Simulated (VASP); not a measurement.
# Li (Fm-3m) in VASP: a series of runs

Runs on Li. Level: PBEsol. Tasks: single point.

Everything below comes from runs of VASP 6.6.1. Logs are shortened: lines on timing, memory, paths and dates and some standing lists are left out, and cuts for length are marked.

## (1) The cell of the first run

It takes space group Fm-3m (No. 225, cubic). The conventional cell has a = 4.263 Å, b = 4.263 Å, c = 4.263 Å, α = 90.00°, β = 90.00°, γ = 90.00°. Within 4.0 Å of Li (site symmetry m-3m) lie 12 Li at 3.01 Å.

This isn't the form of Li at room conditions, which is bcc.

## (2) Single point, PBEsol (19.37 Å³/atom)

INCAR reads:

```
SYSTEM = Li
ALGO = Normal
EDIFF = 1E-6
ENCUT = 520
GGA = PS
ISIF = 2
ISMEAR = 0
LASPH = .True.
LCHARG = .False.
LREAL = .False.
LWAVE = .False.
NBANDS = 8
NELM = 100
PREC = Accurate
SIGMA = 0.05
```

KPOINTS reads:

```
k-points
0
Gamma
  18 18 18
  0 0 0
```

POSCAR reads:

```
Li
1.0
    0.0000000000      2.1317031661      2.1317031661
    2.1317031661      0.0000000000      2.1317031661
    2.1317031661      2.1317031661      0.0000000000
Li
1
Direct
    0.0000000000      0.0000000000      0.0000000000
```

Potentials or basis: VASP PAW PBE potentials, release 64 (Li_sv).

Launch:

```
$ cat potpaw_PBE.64/Li_sv/POTCAR > POTCAR
$ mpirun -np 1 vasp_std > vasp.out
```

OUTCAR:

```text
SYSTEM = Li
   EDIFF = 1E-6
   ENCUT = 520
   GGA = PS
   ISIF = 2
   ISMEAR = 0
   LASPH = .True.
   LREAL = .False.
   NELM = 100
   PREC = Accurate

 ion  position               nearest neighbor table
   1  0.000  0.000  0.000-

  LATTYP: Found a face centered cubic cell.
 ALAT       =     4.2634063322

  Lattice vectors:

 A1 = (   0.0000000000,   2.1317031661,   2.1317031661)
 A2 = (   2.1317031661,   0.0000000000,   2.1317031661)
 A3 = (   2.1317031661,   2.1317031661,   0.0000000000)

Analysis of symmetry for initial positions (statically):
=====================================================================
 Subroutine PRICEL returns:
 Original cell was already a primitive cell.

 Routine SETGRP: Setting up the symmetry group for a
 face centered cubic supercell.

 Subroutine GETGRP returns: Found 48 space group operations
 (whereof 48 operations were pure point group operations)
 out of a pool of 48 trial point group operations.

The static configuration has the point symmetry O_h .

Analysis of symmetry for dynamics (positions and initial velocities):
=====================================================================
 Subroutine PRICEL returns:
 Original cell was already a primitive cell.

 Routine SETGRP: Setting up the symmetry group for a
 face centered cubic supercell.

 Subroutine GETGRP returns: Found 48 space group operations
 (whereof 48 operations were pure point group operations)
 out of a pool of 48 trial point group operations.

The dynamic configuration has the point symmetry O_h .

 Subroutine INISYM returns: Found 48 space group operations
 (whereof 48 operations are pure point group operations),
 and found     1 'primitive' translations

----------------------------------------------------------------------------------------

                                     Primitive cell

  volume of cell :      19.3736

  direct lattice vectors                    reciprocal lattice vectors
     0.000000000  2.131703166  2.131703166    -0.234554232  0.234554232  0.234554232
     2.131703166  0.000000000  2.131703166     0.234554232 -0.234554232  0.234554232
     2.131703166  2.131703166  0.000000000     0.234554232  0.234554232 -0.234554232

  length of vectors
     3.014683528  3.014683528  3.014683528     0.406259848  0.406259848  0.406259848

  position of ions in fractional coordinates (direct lattice)
     0.000000000  0.000000000  0.000000000

  ion indices of the primitive-cell ions
   primitive index   ion index
                 1           1

----------------------------------------------------------------------------------------

 KPOINTS: k-points

Automatic generation of k-mesh.
 Grid dimensions read from file:
 generate k-points for:   18   18   18

 Generating k-lattice:

  Cartesian coordinates                     Fractional coordinates (reciprocal lattice)
    -0.013030791  0.013030791  0.013030791     0.055555556  0.000000000  0.000000000
     0.013030791 -0.013030791  0.013030791     0.000000000  0.055555556  0.000000000
     0.013030791  0.013030791 -0.013030791     0.000000000  0.000000000  0.055555556

  Length of vectors
     0.022569992  0.022569992  0.022569992

  Shift w.r.t. Gamma in fractional coordinates (k-lattice)
     0.000000000  0.000000000  0.000000000

 Subroutine IBZKPT returns following result:
 ===========================================

 Found    195 irreducible k-points:

 Following reciprocal coordinates:
            Coordinates               Weight
  0.000000  0.000000  0.000000      1.000000
  0.055556  0.000000  0.000000      8.000000
  0.111111  0.000000  0.000000      8.000000
  0.166667  0.000000  0.000000      8.000000
  0.222222  0.000000  0.000000      8.000000
  0.277778  0.000000  0.000000      8.000000
[... 16 lines left out ...]
 -0.277778  0.055556  0.000000     24.000000
 -0.222222  0.055556  0.000000     24.000000
 [... further k-points ...]
   k-points           NKPTS =    195   k-points in BZ     NKDIM =    195   number of bands    NBANDS=      8
   number of dos      NEDOS =    301   number of ions     NIONS =      1
   total plane-waves  NPLWV =  13824
   dimension x,y,z NGX =    24 NGY =   24 NGZ =   24
   dimension x,y,z NGXF=    48 NGYF=   48 NGZF=   48
   ions per type =               1
   NGX,Y,Z   is equivalent  to a cutoff of  13.23, 13.23, 13.23 a.u.
   NGXF,Y,Z  is equivalent  to a cutoff of  26.47, 26.47, 26.47 a.u.
 SYSTEM =  Li
   PREC   = accura    normal or accurate (medium, high low for compatibility)
   ISTART =      0    job   : 0-new  1-cont  2-samecut
   ICHARG =      2    charge: 1-file 2-atom 10-const
   ISPIN  =      1    spin polarized calculation?
   LNONCOLLINEAR =      F non collinear calculations
   LSORBIT =      F    spin-orbit coupling
   LASPH  =      T    aspherical Exc in radial PAW
   ENCUT  =  520.0 eV  38.22 Ry    6.18 a.u.   5.61  5.61  5.61*2*pi/ulx,y,z
   NELM   =    100;   NELMIN=  2; NELMDL= -5     # of ELM steps
   EDIFF  = 0.1E-05   stopping-criterion for ELM
   LREAL  =      F    real-space projection
   EDIFFG = 0.1E-04   stopping-criterion for IOM
   NSW    =      0    number of steps for IOM
   IBRION =     -1    ionic relax: 0-MD 1-quasi-New 2-CG
   NFREE  =      0    steps in history (QN), initial steepest desc. (CG)
   ISIF   =      2    stress and relaxation
   ISYM   =      2    0-nonsym 1-usesym 2-fastsym
   POTIM  = 0.5000    time-step for ionic-motion
   TEBEG  =    0.0;   TEEND  =   0.0 temperature during run
   PSTRESS=    0.0 pullay stress
   NELECT =       3.0000    total number of electrons
   NUPDOWN=      -1.0000    fix difference up-down
   EMIN   =  10.00;   EMAX   =-10.00  energy-range for DOS
   EFERMI =   0.00;   METHOD = LEGACY
   ISMEAR =     0;   SIGMA  =   0.05  broadening in eV -4-tet -1-fermi 0-gaus
   EFERMI_NEDOS =   21; number of points for ismear=-14 and -15
   IALGO  =     38    algorithm
   IMIX   =      4    mixing-type and parameters
     AMIX     =   0.40;   BMIX     =  1.00
     AMIX_MAG =   1.60;   BMIX_MAG =  1.00
  volume/ion in A,a.u.               =      19.37       130.74
  Fermi-wavevector in a.u.,A,eV,Ry     =   0.879114  1.661285 10.515146  0.772841
  Thomas-Fermi vector in A             =   1.999293
   LORBIT       =      0    0 simple, 1 ext, 2 COOP (PROOUT), +10 PAW based schemes
   GGA     = PS    functional components
   LHFCALC =     F    Hartree Fock is set to
   AEXX    =    0.0000 exact exchange contribution
   IVDW    =     0    specifies the selected vdW correction
   LEPSILON=     F    determine dielectric tensor
   LRPA    =     F    only Hartree local field effects (RPA)
 non-spin polarized calculation
 Gauss-broadening in eV      SIGMA  =   0.05
  energy-cutoff  :      520.00
  volume of cell :       19.37
 maximum number of plane-waves:       544
   NGX = 11   NGY = 11   NGZ = 11

 number of electron       2.9999993 magnetization

 Free energy of the ion-electron system (eV)
  ---------------------------------------------------
  ext. energy  EPLUGINS =         0.00000000
  ---------------------------------------------------
  free energy    TOTEN  =        -1.96770938 eV

  energy without entropy =       -1.96729415  energy(sigma->0) =       -1.96750177

 E-fermi :   0.7661     XC(G=0):  -7.1290

 val. band max:        0.7538854311   @ k =   0.5000   0.2222   0.0556
 cond. band min:       0.8241716510   @ k =   0.3889   0.3889   0.0000
 fundamental gap:      0.0702862199
 Fermi energy:         0.7660914178

 k-point     1 :       0.0000    0.0000    0.0000
  band No.  band energies     occupation
      1     -45.0821      2.00000
      2      -2.8579      2.00000
      3      15.5883      0.00000
      4      15.5883      0.00000
      5      15.5883      0.00000
      6      19.5081      0.00000
      7      19.5082      0.00000
      8      19.5082      0.00000

 k-point     2 :       0.0556    0.0000    0.0000
  band No.  band energies     occupation
      1     -45.0814      2.00000
      2      -2.8019      2.00000
      3      14.9327      0.00000
      4      15.4507      0.00000
      5      15.4507      0.00000
      6      18.8750      0.00000
      7      19.7484      0.00000
      8      19.7484      0.00000

 k-point     3 :       0.1111    0.0000    0.0000
  band No.  band energies     occupation
      1     -45.0795      2.00000
      2      -2.6341      2.00000
      3      13.3990      0.00000
      4      15.1275      0.00000
      5      15.1275      0.00000
      6      18.7090      0.00000
      7      20.3233      0.00000
      8      20.3233      0.00000

 k-point     4 :       0.1667    0.0000    0.0000
  band No.  band energies     occupation
      1     -45.0765      2.00000
      2      -2.3544      2.00000
      3      11.6155      0.00000
      4      14.7594      0.00000
      5      14.7594      0.00000
      6      18.8935      0.00000
      7      20.7574      0.00000
      8      20.7574      0.00000

 k-point     5 :       0.2222    0.0000    0.0000
  band No.  band energies     occupation
      1     -45.0726      2.00000
      2      -1.9638      2.00000
      3       9.8439      0.00000
      4      14.4283      0.00000
      5      14.4283      0.00000
      6      19.1610      0.00000
      7      20.3733      0.00000
      8      20.3733      0.00000
[... 177 lines left out ...]
 k-point    22 :      -0.3333    0.0556    0.0000
  band No.  band energies     occupation
      1     -45.0634      2.00000
      2      -0.6017      2.00000
      3       6.2020      0.00000
      4      13.0900      0.00000
      5      14.2994      0.00000
      6      17.7565      0.00000
      7      18.4091      0.00000
      8      20.6234      0.00000

 k-point    23 :      -0.2778    0.0556    0.0000
  band No.  band energies     occupation
      1     -45.0669      2.00000
      2      -1.2253      2.00000
      3       7.6685      0.00000
      4      13.1567      0.00000
      5      14.6297      0.00000
      6      18.3695      0.00000
      7      18.9219      0.00000
      8      20.5461      0.00000

 k-point    24 :      -0.2222    0.0556    0.0000
  band No.  band energies     occupation
      1     -45.0709      2.00000
      2      -1.7583      2.00000
      3       9.2897      0.00000
      4      13.3384      0.00000
      5      14.9678      0.00000
      6      18.8894      0.00000
      7      19.6165      0.00000
      8      20.2938      0.00000

 [... further k-points ...]

------------------------ aborting loop because EDIFF is reached ----------------------------------------

  FORCE on cell =-STRESS in cart. coord.  units (eV):
  Direction    XX          YY          ZZ          XY          YZ          ZX
  --------------------------------------------------------------------------------------
  -------------------------------------------------------------------------------------
  Total        0.0579556      0.0579556      0.0579556      0.0000000      0.0000000      0.0000000
  in kB        4.7928688      4.7928688      4.7928688      0.0000000      0.0000000      0.0000000
  external PRESSURE =       4.7928688 kB  Pullay stress =       0.0000000 kB

 VOLUME and BASIS-vectors are now :
 -----------------------------------------------------------------------------
  energy-cutoff  :      520.00
  volume of cell :       19.37
      direct lattice vectors                 reciprocal lattice vectors
     0.000000000  2.131703166  2.131703166    -0.234554232  0.234554232  0.234554232
     2.131703166  0.000000000  2.131703166     0.234554232 -0.234554232  0.234554232
     2.131703166  2.131703166  0.000000000     0.234554232  0.234554232 -0.234554232

 POSITION                                       TOTAL-FORCE (eV/Angst)
 -----------------------------------------------------------------------------------
      0.00000      0.00000      0.00000         0.000000      0.000000      0.000000
 -----------------------------------------------------------------------------------
    total drift:                                0.000000      0.000000     -0.000000

  FREE ENERGIE OF THE ION-ELECTRON SYSTEM (eV)
  ---------------------------------------------------
  free  energy   TOTEN  =        -1.9677093834 eV

  energy  without entropy=       -1.9672941506  energy(sigma->0) =       -1.96750177
```

Run time: 24 s. Hardware: 1 thread of Intel Xeon 8259CL, shared host; peak memory 0.14 GiB.

Results:

- Free energy: -1.9677 eV
- Band gap on the k mesh: zero (an odd number of electrons rules out a gap without spin polarisation)

Levels at points of the mesh, in eV from the Fermi level:
| k point | band 1 | band 2 | band 3 | band 4 | band 5 |
| --- | --- | --- | --- | --- | --- |
| (0.00, 0.00, 0.00) | -45.85 | -3.62 | 14.82 | 14.82 | 14.82 |
| (0.50, 0.00, 0.00) | -45.83 | -0.05 | 3.07 | 13.04 | 13.04 |
| (0.50, 0.50, 0.00) | -45.82 | 1.55 | 4.86 | 8.69 | 8.69 |

Caveat: the cutoff is under 1.25 times the usual one of these potentials, so pressure, stress and relaxed cells hold a basis-set (Pulay) error; the PAW data sets were made with another functional, which shifts forces and pressure a little.

## (3) Single point, PBEsol (20.18 Å³/atom)

This run uses another cell than the first one, of 20.18 Å³/atom.

INCAR reads:

```
ALGO = Normal
EDIFF = 1E-7
ENCUT = 520
GGA = PS
ISIF = 2
ISMEAR = 0
LASPH = True
LCHARG = False
LREAL = False
LWAVE = False
NBANDS = 8
NELM = 60
PREC = Accurate
SIGMA = 0.05
```

KPOINTS reads:

```
k-points
0
Gamma
  18 18 18
```

POSCAR reads:

```
Li
1.0
    0.0000000000      2.1609082085      2.1609082085
    2.1609082085      0.0000000000      2.1609082085
    2.1609082085      2.1609082085      0.0000000000
Li
1
Direct
    0.0000000000      0.0000000000      0.0000000000
```

Potentials or basis: VASP PAW PBE potentials, release 64 (Li_sv).

Launch:

```
$ cat potpaw_PBE.64/Li_sv/POTCAR > POTCAR
$ mpirun -np 1 vasp_std > vasp.out
```

Run time: 29 s. Hardware: 1 thread of Intel Xeon 8259CL, shared host; peak memory 0.14 GiB.

Results (log left out):

| Property | Result |
| --- | --- |
| Free energy | -1.9694 eV |
| Band gap on the k mesh | zero (an odd number of electrons rules out a gap without spin polarisation) |

Levels at points of the mesh, in eV from the Fermi level:
```csv
k point,band 1,band 2,band 3,band 4,band 5,band 6,band 7
"(0.00, 0.00, 0.00)",-45.92,-3.57,14.40,14.40,14.40,18.26,18.26
"(0.50, 0.00, 0.00)",-45.90,-0.03,2.94,12.67,12.67,16.60,16.60
"(0.50, 0.50, 0.00)",-45.89,1.52,4.71,8.45,8.45,10.63,15.47
```

Caveat: the cutoff is under 1.25 times the usual one of these potentials, so pressure, stress and relaxed cells hold a basis-set (Pulay) error; the PAW data sets were made with another functional, which shifts forces and pressure a little.
